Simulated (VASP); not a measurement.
# Bi (Im-3m) in VASP: density of states with PBEsol

Aim: the density of states of Bi with PBEsol.

Program: VASP 6.6.1. These are calculated values, not measurements. Logs are shortened: lines on timing, memory, paths and dates and some standing lists are left out, and cuts for length are marked.

### 1 The cell of the first run

The structure is cubic, space group Im-3m (No. 229). Conventional cell: a = 3.914 Å, b = 3.914 Å, c = 3.914 Å, α = 90.00°, β = 90.00°, γ = 90.00°. Within 4.5 Å of Bi (site symmetry m-3m) lie 14 Bi at 3.39 to 3.91 Å.

### 2 Density of states, PBEsol

POSCAR reads:

```
Bi
1.0
   -1.9568223932      1.9568223932      1.9568223932
    1.9568223932     -1.9568223932      1.9568223932
    1.9568223932      1.9568223932     -1.9568223932
Bi
1
Direct
    0.0000000000      0.0000000000      0.0000000000
```

INCAR.step1 reads:

```
PREC = Accurate
ENCUT = 520
EDIFF = 1E-6
ISMEAR = 0
SIGMA = 0.1
LREAL = F
LASPH = T
NELM = 100
ALGO = Fast
ISIF = 2
LWAVE = F
LCHARG = T
GGA = PS
NBANDS = 14
```

KPOINTS.step1 reads:

```
regular mesh
0
Gamma
  16 16 16
```

INCAR.step2 reads:

```
PREC = Accurate
ENCUT = 520
EDIFF = 1E-6
ISMEAR = -5
SIGMA = 0.1
LREAL = F
LASPH = T
NELM = 100
ALGO = Fast
ISIF = 2
LWAVE = F
LCHARG = F
GGA = PS
LORBIT = 11
NBANDS = 14
NEDOS = 1001
ICHARG = 11
```

KPOINTS.step2 reads:

```
regular mesh
0
Gamma
  24 24 24
```

Potentials or basis: VASP PAW PBE potentials, release 64 (Bi_d).

On the command line:

```console
$ cat potpaw_PBE.64/Bi_d/POTCAR > POTCAR
$ cp INCAR.step1 INCAR
$ cp KPOINTS.step1 KPOINTS
$ mpirun -np 1 vasp_std > vasp.out
$ cp INCAR.step2 INCAR
$ cp KPOINTS.step2 KPOINTS
$ mpirun -np 1 vasp_std > vasp.out
```

OUTCAR:

```text
PREC = Accurate
   ENCUT = 520
   EDIFF = 1E-6
   ISMEAR = -5
   LREAL = F
   LASPH = T
   NELM = 100
   ISIF = 2
   GGA = PS
   LORBIT = 11
   ICHARG = 11

 ion  position               nearest neighbor table
   1  0.000  0.000  0.000-

  LATTYP: Found a body centered cubic cell.
 ALAT       =     3.9136447864

  Lattice vectors:

 A1 = (  -1.9568223932,   1.9568223932,   1.9568223932)
 A2 = (   1.9568223932,  -1.9568223932,   1.9568223932)
 A3 = (   1.9568223932,   1.9568223932,  -1.9568223932)

Analysis of symmetry for initial positions (statically):
=====================================================================
 Subroutine PRICEL returns:
 Original cell was already a primitive cell.

 Routine SETGRP: Setting up the symmetry group for a
 body centered cubic supercell.

 Subroutine GETGRP returns: Found 48 space group operations
 (whereof 48 operations were pure point group operations)
 out of a pool of 48 trial point group operations.

The static configuration has the point symmetry O_h .

Analysis of symmetry for dynamics (positions and initial velocities):
=====================================================================
 Subroutine PRICEL returns:
 Original cell was already a primitive cell.

 Routine SETGRP: Setting up the symmetry group for a
 body centered cubic supercell.

 Subroutine GETGRP returns: Found 48 space group operations
 (whereof 48 operations were pure point group operations)
 out of a pool of 48 trial point group operations.

The dynamic configuration has the point symmetry O_h .

 Subroutine INISYM returns: Found 48 space group operations
 (whereof 48 operations are pure point group operations),
 and found     1 'primitive' translations

----------------------------------------------------------------------------------------

                                     Primitive cell

  volume of cell :      29.9719

  direct lattice vectors                    reciprocal lattice vectors
    -1.956822393  1.956822393  1.956822393     0.000000000  0.255516291  0.255516291
     1.956822393 -1.956822393  1.956822393     0.255516291  0.000000000  0.255516291
     1.956822393  1.956822393 -1.956822393     0.255516291  0.255516291  0.000000000

  length of vectors
     3.389315806  3.389315806  3.389315806     0.361354604  0.361354604  0.361354604

  position of ions in fractional coordinates (direct lattice)
     0.000000000  0.000000000  0.000000000

  ion indices of the primitive-cell ions
   primitive index   ion index
                 1           1

----------------------------------------------------------------------------------------

 KPOINTS: regular mesh

Automatic generation of k-mesh.
 Grid dimensions read from file:
 generate k-points for:   24   24   24

 Generating k-lattice:

  Cartesian coordinates                     Fractional coordinates (reciprocal lattice)
     0.000000000  0.010646512  0.010646512     0.041666667  0.000000000  0.000000000
     0.010646512  0.000000000  0.010646512     0.000000000  0.041666667  0.000000000
     0.010646512  0.010646512  0.000000000     0.000000000  0.000000000  0.041666667

  Length of vectors
     0.015056442  0.015056442  0.015056442

  Shift w.r.t. Gamma in fractional coordinates (k-lattice)
     0.000000000  0.000000000  0.000000000

 TETIRR: Found  16469 inequivalent tetrahedra from    82944

 Subroutine IBZKPT returns following result:
 ===========================================

 Found    413 irreducible k-points:

 Following reciprocal coordinates:
            Coordinates               Weight
  0.000000  0.000000  0.000000      1.000000
  0.041667  0.000000  0.000000     12.000000
  0.083333  0.000000  0.000000     12.000000
  0.125000  0.000000  0.000000     12.000000
  0.166667  0.000000  0.000000     12.000000
  0.208333  0.000000  0.000000     12.000000
[... 16 lines left out ...]
  0.416667  0.041667  0.000000     48.000000
  0.458333  0.041667  0.000000     48.000000
 [... further k-points ...]
   k-points           NKPTS =    413   k-points in BZ     NKDIM =    413   number of bands    NBANDS=     14
   number of dos      NEDOS =   1001   number of ions     NIONS =      1
   total plane-waves  NPLWV =  21952
   dimension x,y,z NGX =    28 NGY =   28 NGZ =   28
   dimension x,y,z NGXF=    56 NGYF=   56 NGZF=   56
   ions per type =               1
   NGX,Y,Z   is equivalent  to a cutoff of  13.73, 13.73, 13.73 a.u.
   NGXF,Y,Z  is equivalent  to a cutoff of  27.47, 27.47, 27.47 a.u.
 SYSTEM =  unknown system
   PREC   = accura    normal or accurate (medium, high low for compatibility)
   ISTART =      0    job   : 0-new  1-cont  2-samecut
   ICHARG =     11    charge: 1-file 2-atom 10-const
   ISPIN  =      1    spin polarized calculation?
   LNONCOLLINEAR =      F non collinear calculations
   LSORBIT =      F    spin-orbit coupling
   LASPH  =      T    aspherical Exc in radial PAW
   ENCUT  =  520.0 eV  38.22 Ry    6.18 a.u.   6.30  6.30  6.30*2*pi/ulx,y,z
   NELM   =    100;   NELMIN=  2; NELMDL=  0     # of ELM steps
   EDIFF  = 0.1E-05   stopping-criterion for ELM
   LREAL  =      F    real-space projection
   EDIFFG = 0.1E-04   stopping-criterion for IOM
   NSW    =      0    number of steps for IOM
   IBRION =     -1    ionic relax: 0-MD 1-quasi-New 2-CG
   NFREE  =      0    steps in history (QN), initial steepest desc. (CG)
   ISIF   =      2    stress and relaxation
   ISYM   =      2    0-nonsym 1-usesym 2-fastsym
   POTIM  = 0.5000    time-step for ionic-motion
   TEBEG  =    0.0;   TEEND  =   0.0 temperature during run
   PSTRESS=    0.0 pullay stress
   NELECT =      15.0000    total number of electrons
   NUPDOWN=      -1.0000    fix difference up-down
   EMIN   =  10.00;   EMAX   =-10.00  energy-range for DOS
   EFERMI =   0.00;   METHOD = LEGACY
   ISMEAR =    -5;   SIGMA  =   0.10  broadening in eV -4-tet -1-fermi 0-gaus
   EFERMI_NEDOS =   21; number of points for ismear=-14 and -15
   IALGO  =     68    algorithm
   IMIX   =      4    mixing-type and parameters
     AMIX     =   0.40;   BMIX     =  1.00
     AMIX_MAG =   1.60;   BMIX_MAG =  1.00
  volume/ion in A,a.u.               =      29.97       202.26
  Fermi-wavevector in a.u.,A,eV,Ry     =   1.299772  2.456213 22.985781  1.689407
  Thomas-Fermi vector in A             =   2.431014
   LORBIT       =     11    0 simple, 1 ext, 2 COOP (PROOUT), +10 PAW based schemes
   GGA     = PS    functional components
   LHFCALC =     F    Hartree Fock is set to
   AEXX    =    0.0000 exact exchange contribution
   IVDW    =     0    specifies the selected vdW correction
   LEPSILON=     F    determine dielectric tensor
   LRPA    =     F    only Hartree local field effects (RPA)
 non-spin polarized calculation
 RMM-DIIS sequential band-by-band and
 Fermi weights with tetrahedron method with Bloechl corrections
  energy-cutoff  :      520.00
  volume of cell :       29.97
 maximum number of plane-waves:       821
 NGX is ok and might be reduce to    28

 number of electron      15.0000000 magnetization

 Free energy of the ion-electron system (eV)
  ---------------------------------------------------
  ext. energy  EPLUGINS =         0.00000000
  ---------------------------------------------------
  free energy    TOTEN  =        -4.21964207 eV

  energy without entropy =       -4.21964207  energy(sigma->0) =       -4.21964207

 E-fermi :   8.2140     XC(G=0): -10.6199

 val. band max:        8.3157545678   @ k =   0.1667   0.1667   0.1667
 cond. band min:       8.0944307835   @ k =   0.2083   0.1667   0.1667
 fundamental gap:     -0.2213237843
 Fermi energy:         8.2139788721

 k-point     1 :       0.0000    0.0000    0.0000
  band No.  band energies     occupation
      1     -14.7612      2.00000
      2     -14.7612      2.00000
      3     -14.7612      2.00000
      4     -14.6135      2.00000
      5     -14.6135      2.00000
      6      -5.5780      2.00000
      7      13.6135      0.00000
      8      13.6135      0.00000
      9      13.6135      0.00000
     10      17.8171      0.00000
     11      18.7060      0.00000
     12      18.7060      0.00000
     13      18.7060      0.00000
     14      20.1579      0.00000

 k-point     2 :       0.0417    0.0000    0.0000
  band No.  band energies     occupation
      1     -14.7620      2.00000
      2     -14.7599      2.00000
      3     -14.7572      2.00000
      4     -14.6145      2.00000
      5     -14.6137      2.00000
      6      -5.5448      2.00000
      7      13.2165      0.00000
      8      13.5030      0.00000
      9      13.5810      0.00000
     10      18.0735      0.00000
     11      18.3549      0.00000
     12      18.5145      0.00000
     13      18.6452      0.00000
     14      20.3083      0.00000

 k-point     3 :       0.0833    0.0000    0.0000
  band No.  band energies     occupation
      1     -14.7643      2.00000
      2     -14.7561      2.00000
      3     -14.7455      2.00000
      4     -14.6171      2.00000
      5     -14.6141      2.00000
      6      -5.4453      2.00000
      7      12.2802      0.00000
      8      13.2025      0.00000
      9      13.4844      0.00000
     10      17.5665      0.00000
     11      18.1312      0.00000
     12      18.5278      0.00000
     13      18.8506      0.00000
     14      20.7315      0.00000
[... 324 lines left out ...]
 k-point    23 :       0.4167    0.0417    0.0000
  band No.  band energies     occupation
      1     -14.8035      2.00000
      2     -14.7341      2.00000
      3     -14.6244      2.00000
      4     -14.6218      2.00000
      5     -14.5311      2.00000
      6      -2.5462      2.00000
      7       3.3520      2.00000
      8       9.7916      0.00000
      9      11.6583      0.00000
     10      14.6027      0.00000
     11      16.1565      0.00000
     12      20.4143      0.00000
     13      21.8531      0.00000
     14      25.2856      0.00000

 k-point    24 :       0.4583    0.0417    0.0000
  band No.  band energies     occupation
      1     -14.8050      2.00000
      2     -14.7354      2.00000
      3     -14.6226      2.00000
      4     -14.6221      2.00000
      5     -14.5230      2.00000
      6      -2.3262      2.00000
      7       2.9934      2.00000
      8       9.7037      0.00000
      9      11.6034      0.00000
     10      14.5445      0.00000
     11      16.1121      0.00000
     12      20.6876      0.00000
     13      21.8759      0.00000
     14      25.2516      0.00000

 [... further k-points ...]

------------------------ aborting loop because EDIFF is reached ----------------------------------------

  FORCE on cell =-STRESS in cart. coord.  units (eV):
  Direction    XX          YY          ZZ          XY          YZ          ZX
  --------------------------------------------------------------------------------------
  -------------------------------------------------------------------------------------
  Total        0.0364256      0.0364256      0.0364256      0.0000000      0.0000000     -0.0000000
  in kB        1.9471664      1.9471664      1.9471664      0.0000000      0.0000000     -0.0000000
  external PRESSURE =       1.9471664 kB  Pullay stress =       0.0000000 kB

 VOLUME and BASIS-vectors are now :
 -----------------------------------------------------------------------------
  energy-cutoff  :      520.00
  volume of cell :       29.97
      direct lattice vectors                 reciprocal lattice vectors
    -1.956822393  1.956822393  1.956822393     0.000000000  0.255516291  0.255516291
     1.956822393 -1.956822393  1.956822393     0.255516291  0.000000000  0.255516291
     1.956822393  1.956822393 -1.956822393     0.255516291  0.255516291  0.000000000

 POSITION                                       TOTAL-FORCE (eV/Angst)
 -----------------------------------------------------------------------------------
      0.00000      0.00000      0.00000         0.000000      0.000000      0.000000
 -----------------------------------------------------------------------------------
    total drift:                               -0.000000     -0.000000     -0.000000

  FREE ENERGIE OF THE ION-ELECTRON SYSTEM (eV)
  ---------------------------------------------------
  free  energy   TOTEN  =        -4.2196420650 eV

  energy  without entropy=       -4.2196420650  energy(sigma->0) =       -4.21964207

 total charge

# of ion       s       p       d       tot
------------------------------------------
    1        1.547   1.274   9.924  12.746
```

Run time: 2.1 min. Hardware: 1 thread of Intel Xeon Platinum 8488C (Sapphire Rapids), shared host; peak memory 0.3 GiB.

Results:

```
Valence electrons inside the program's atomic spheres : Bi 12.75
```

Caveat: the PAW data sets were made with another functional, which shifts forces and pressure a little; spin-orbit coupling is left out, which moves the levels of the heavy elements; tetrahedron occupations give inexact forces and stress in metals.
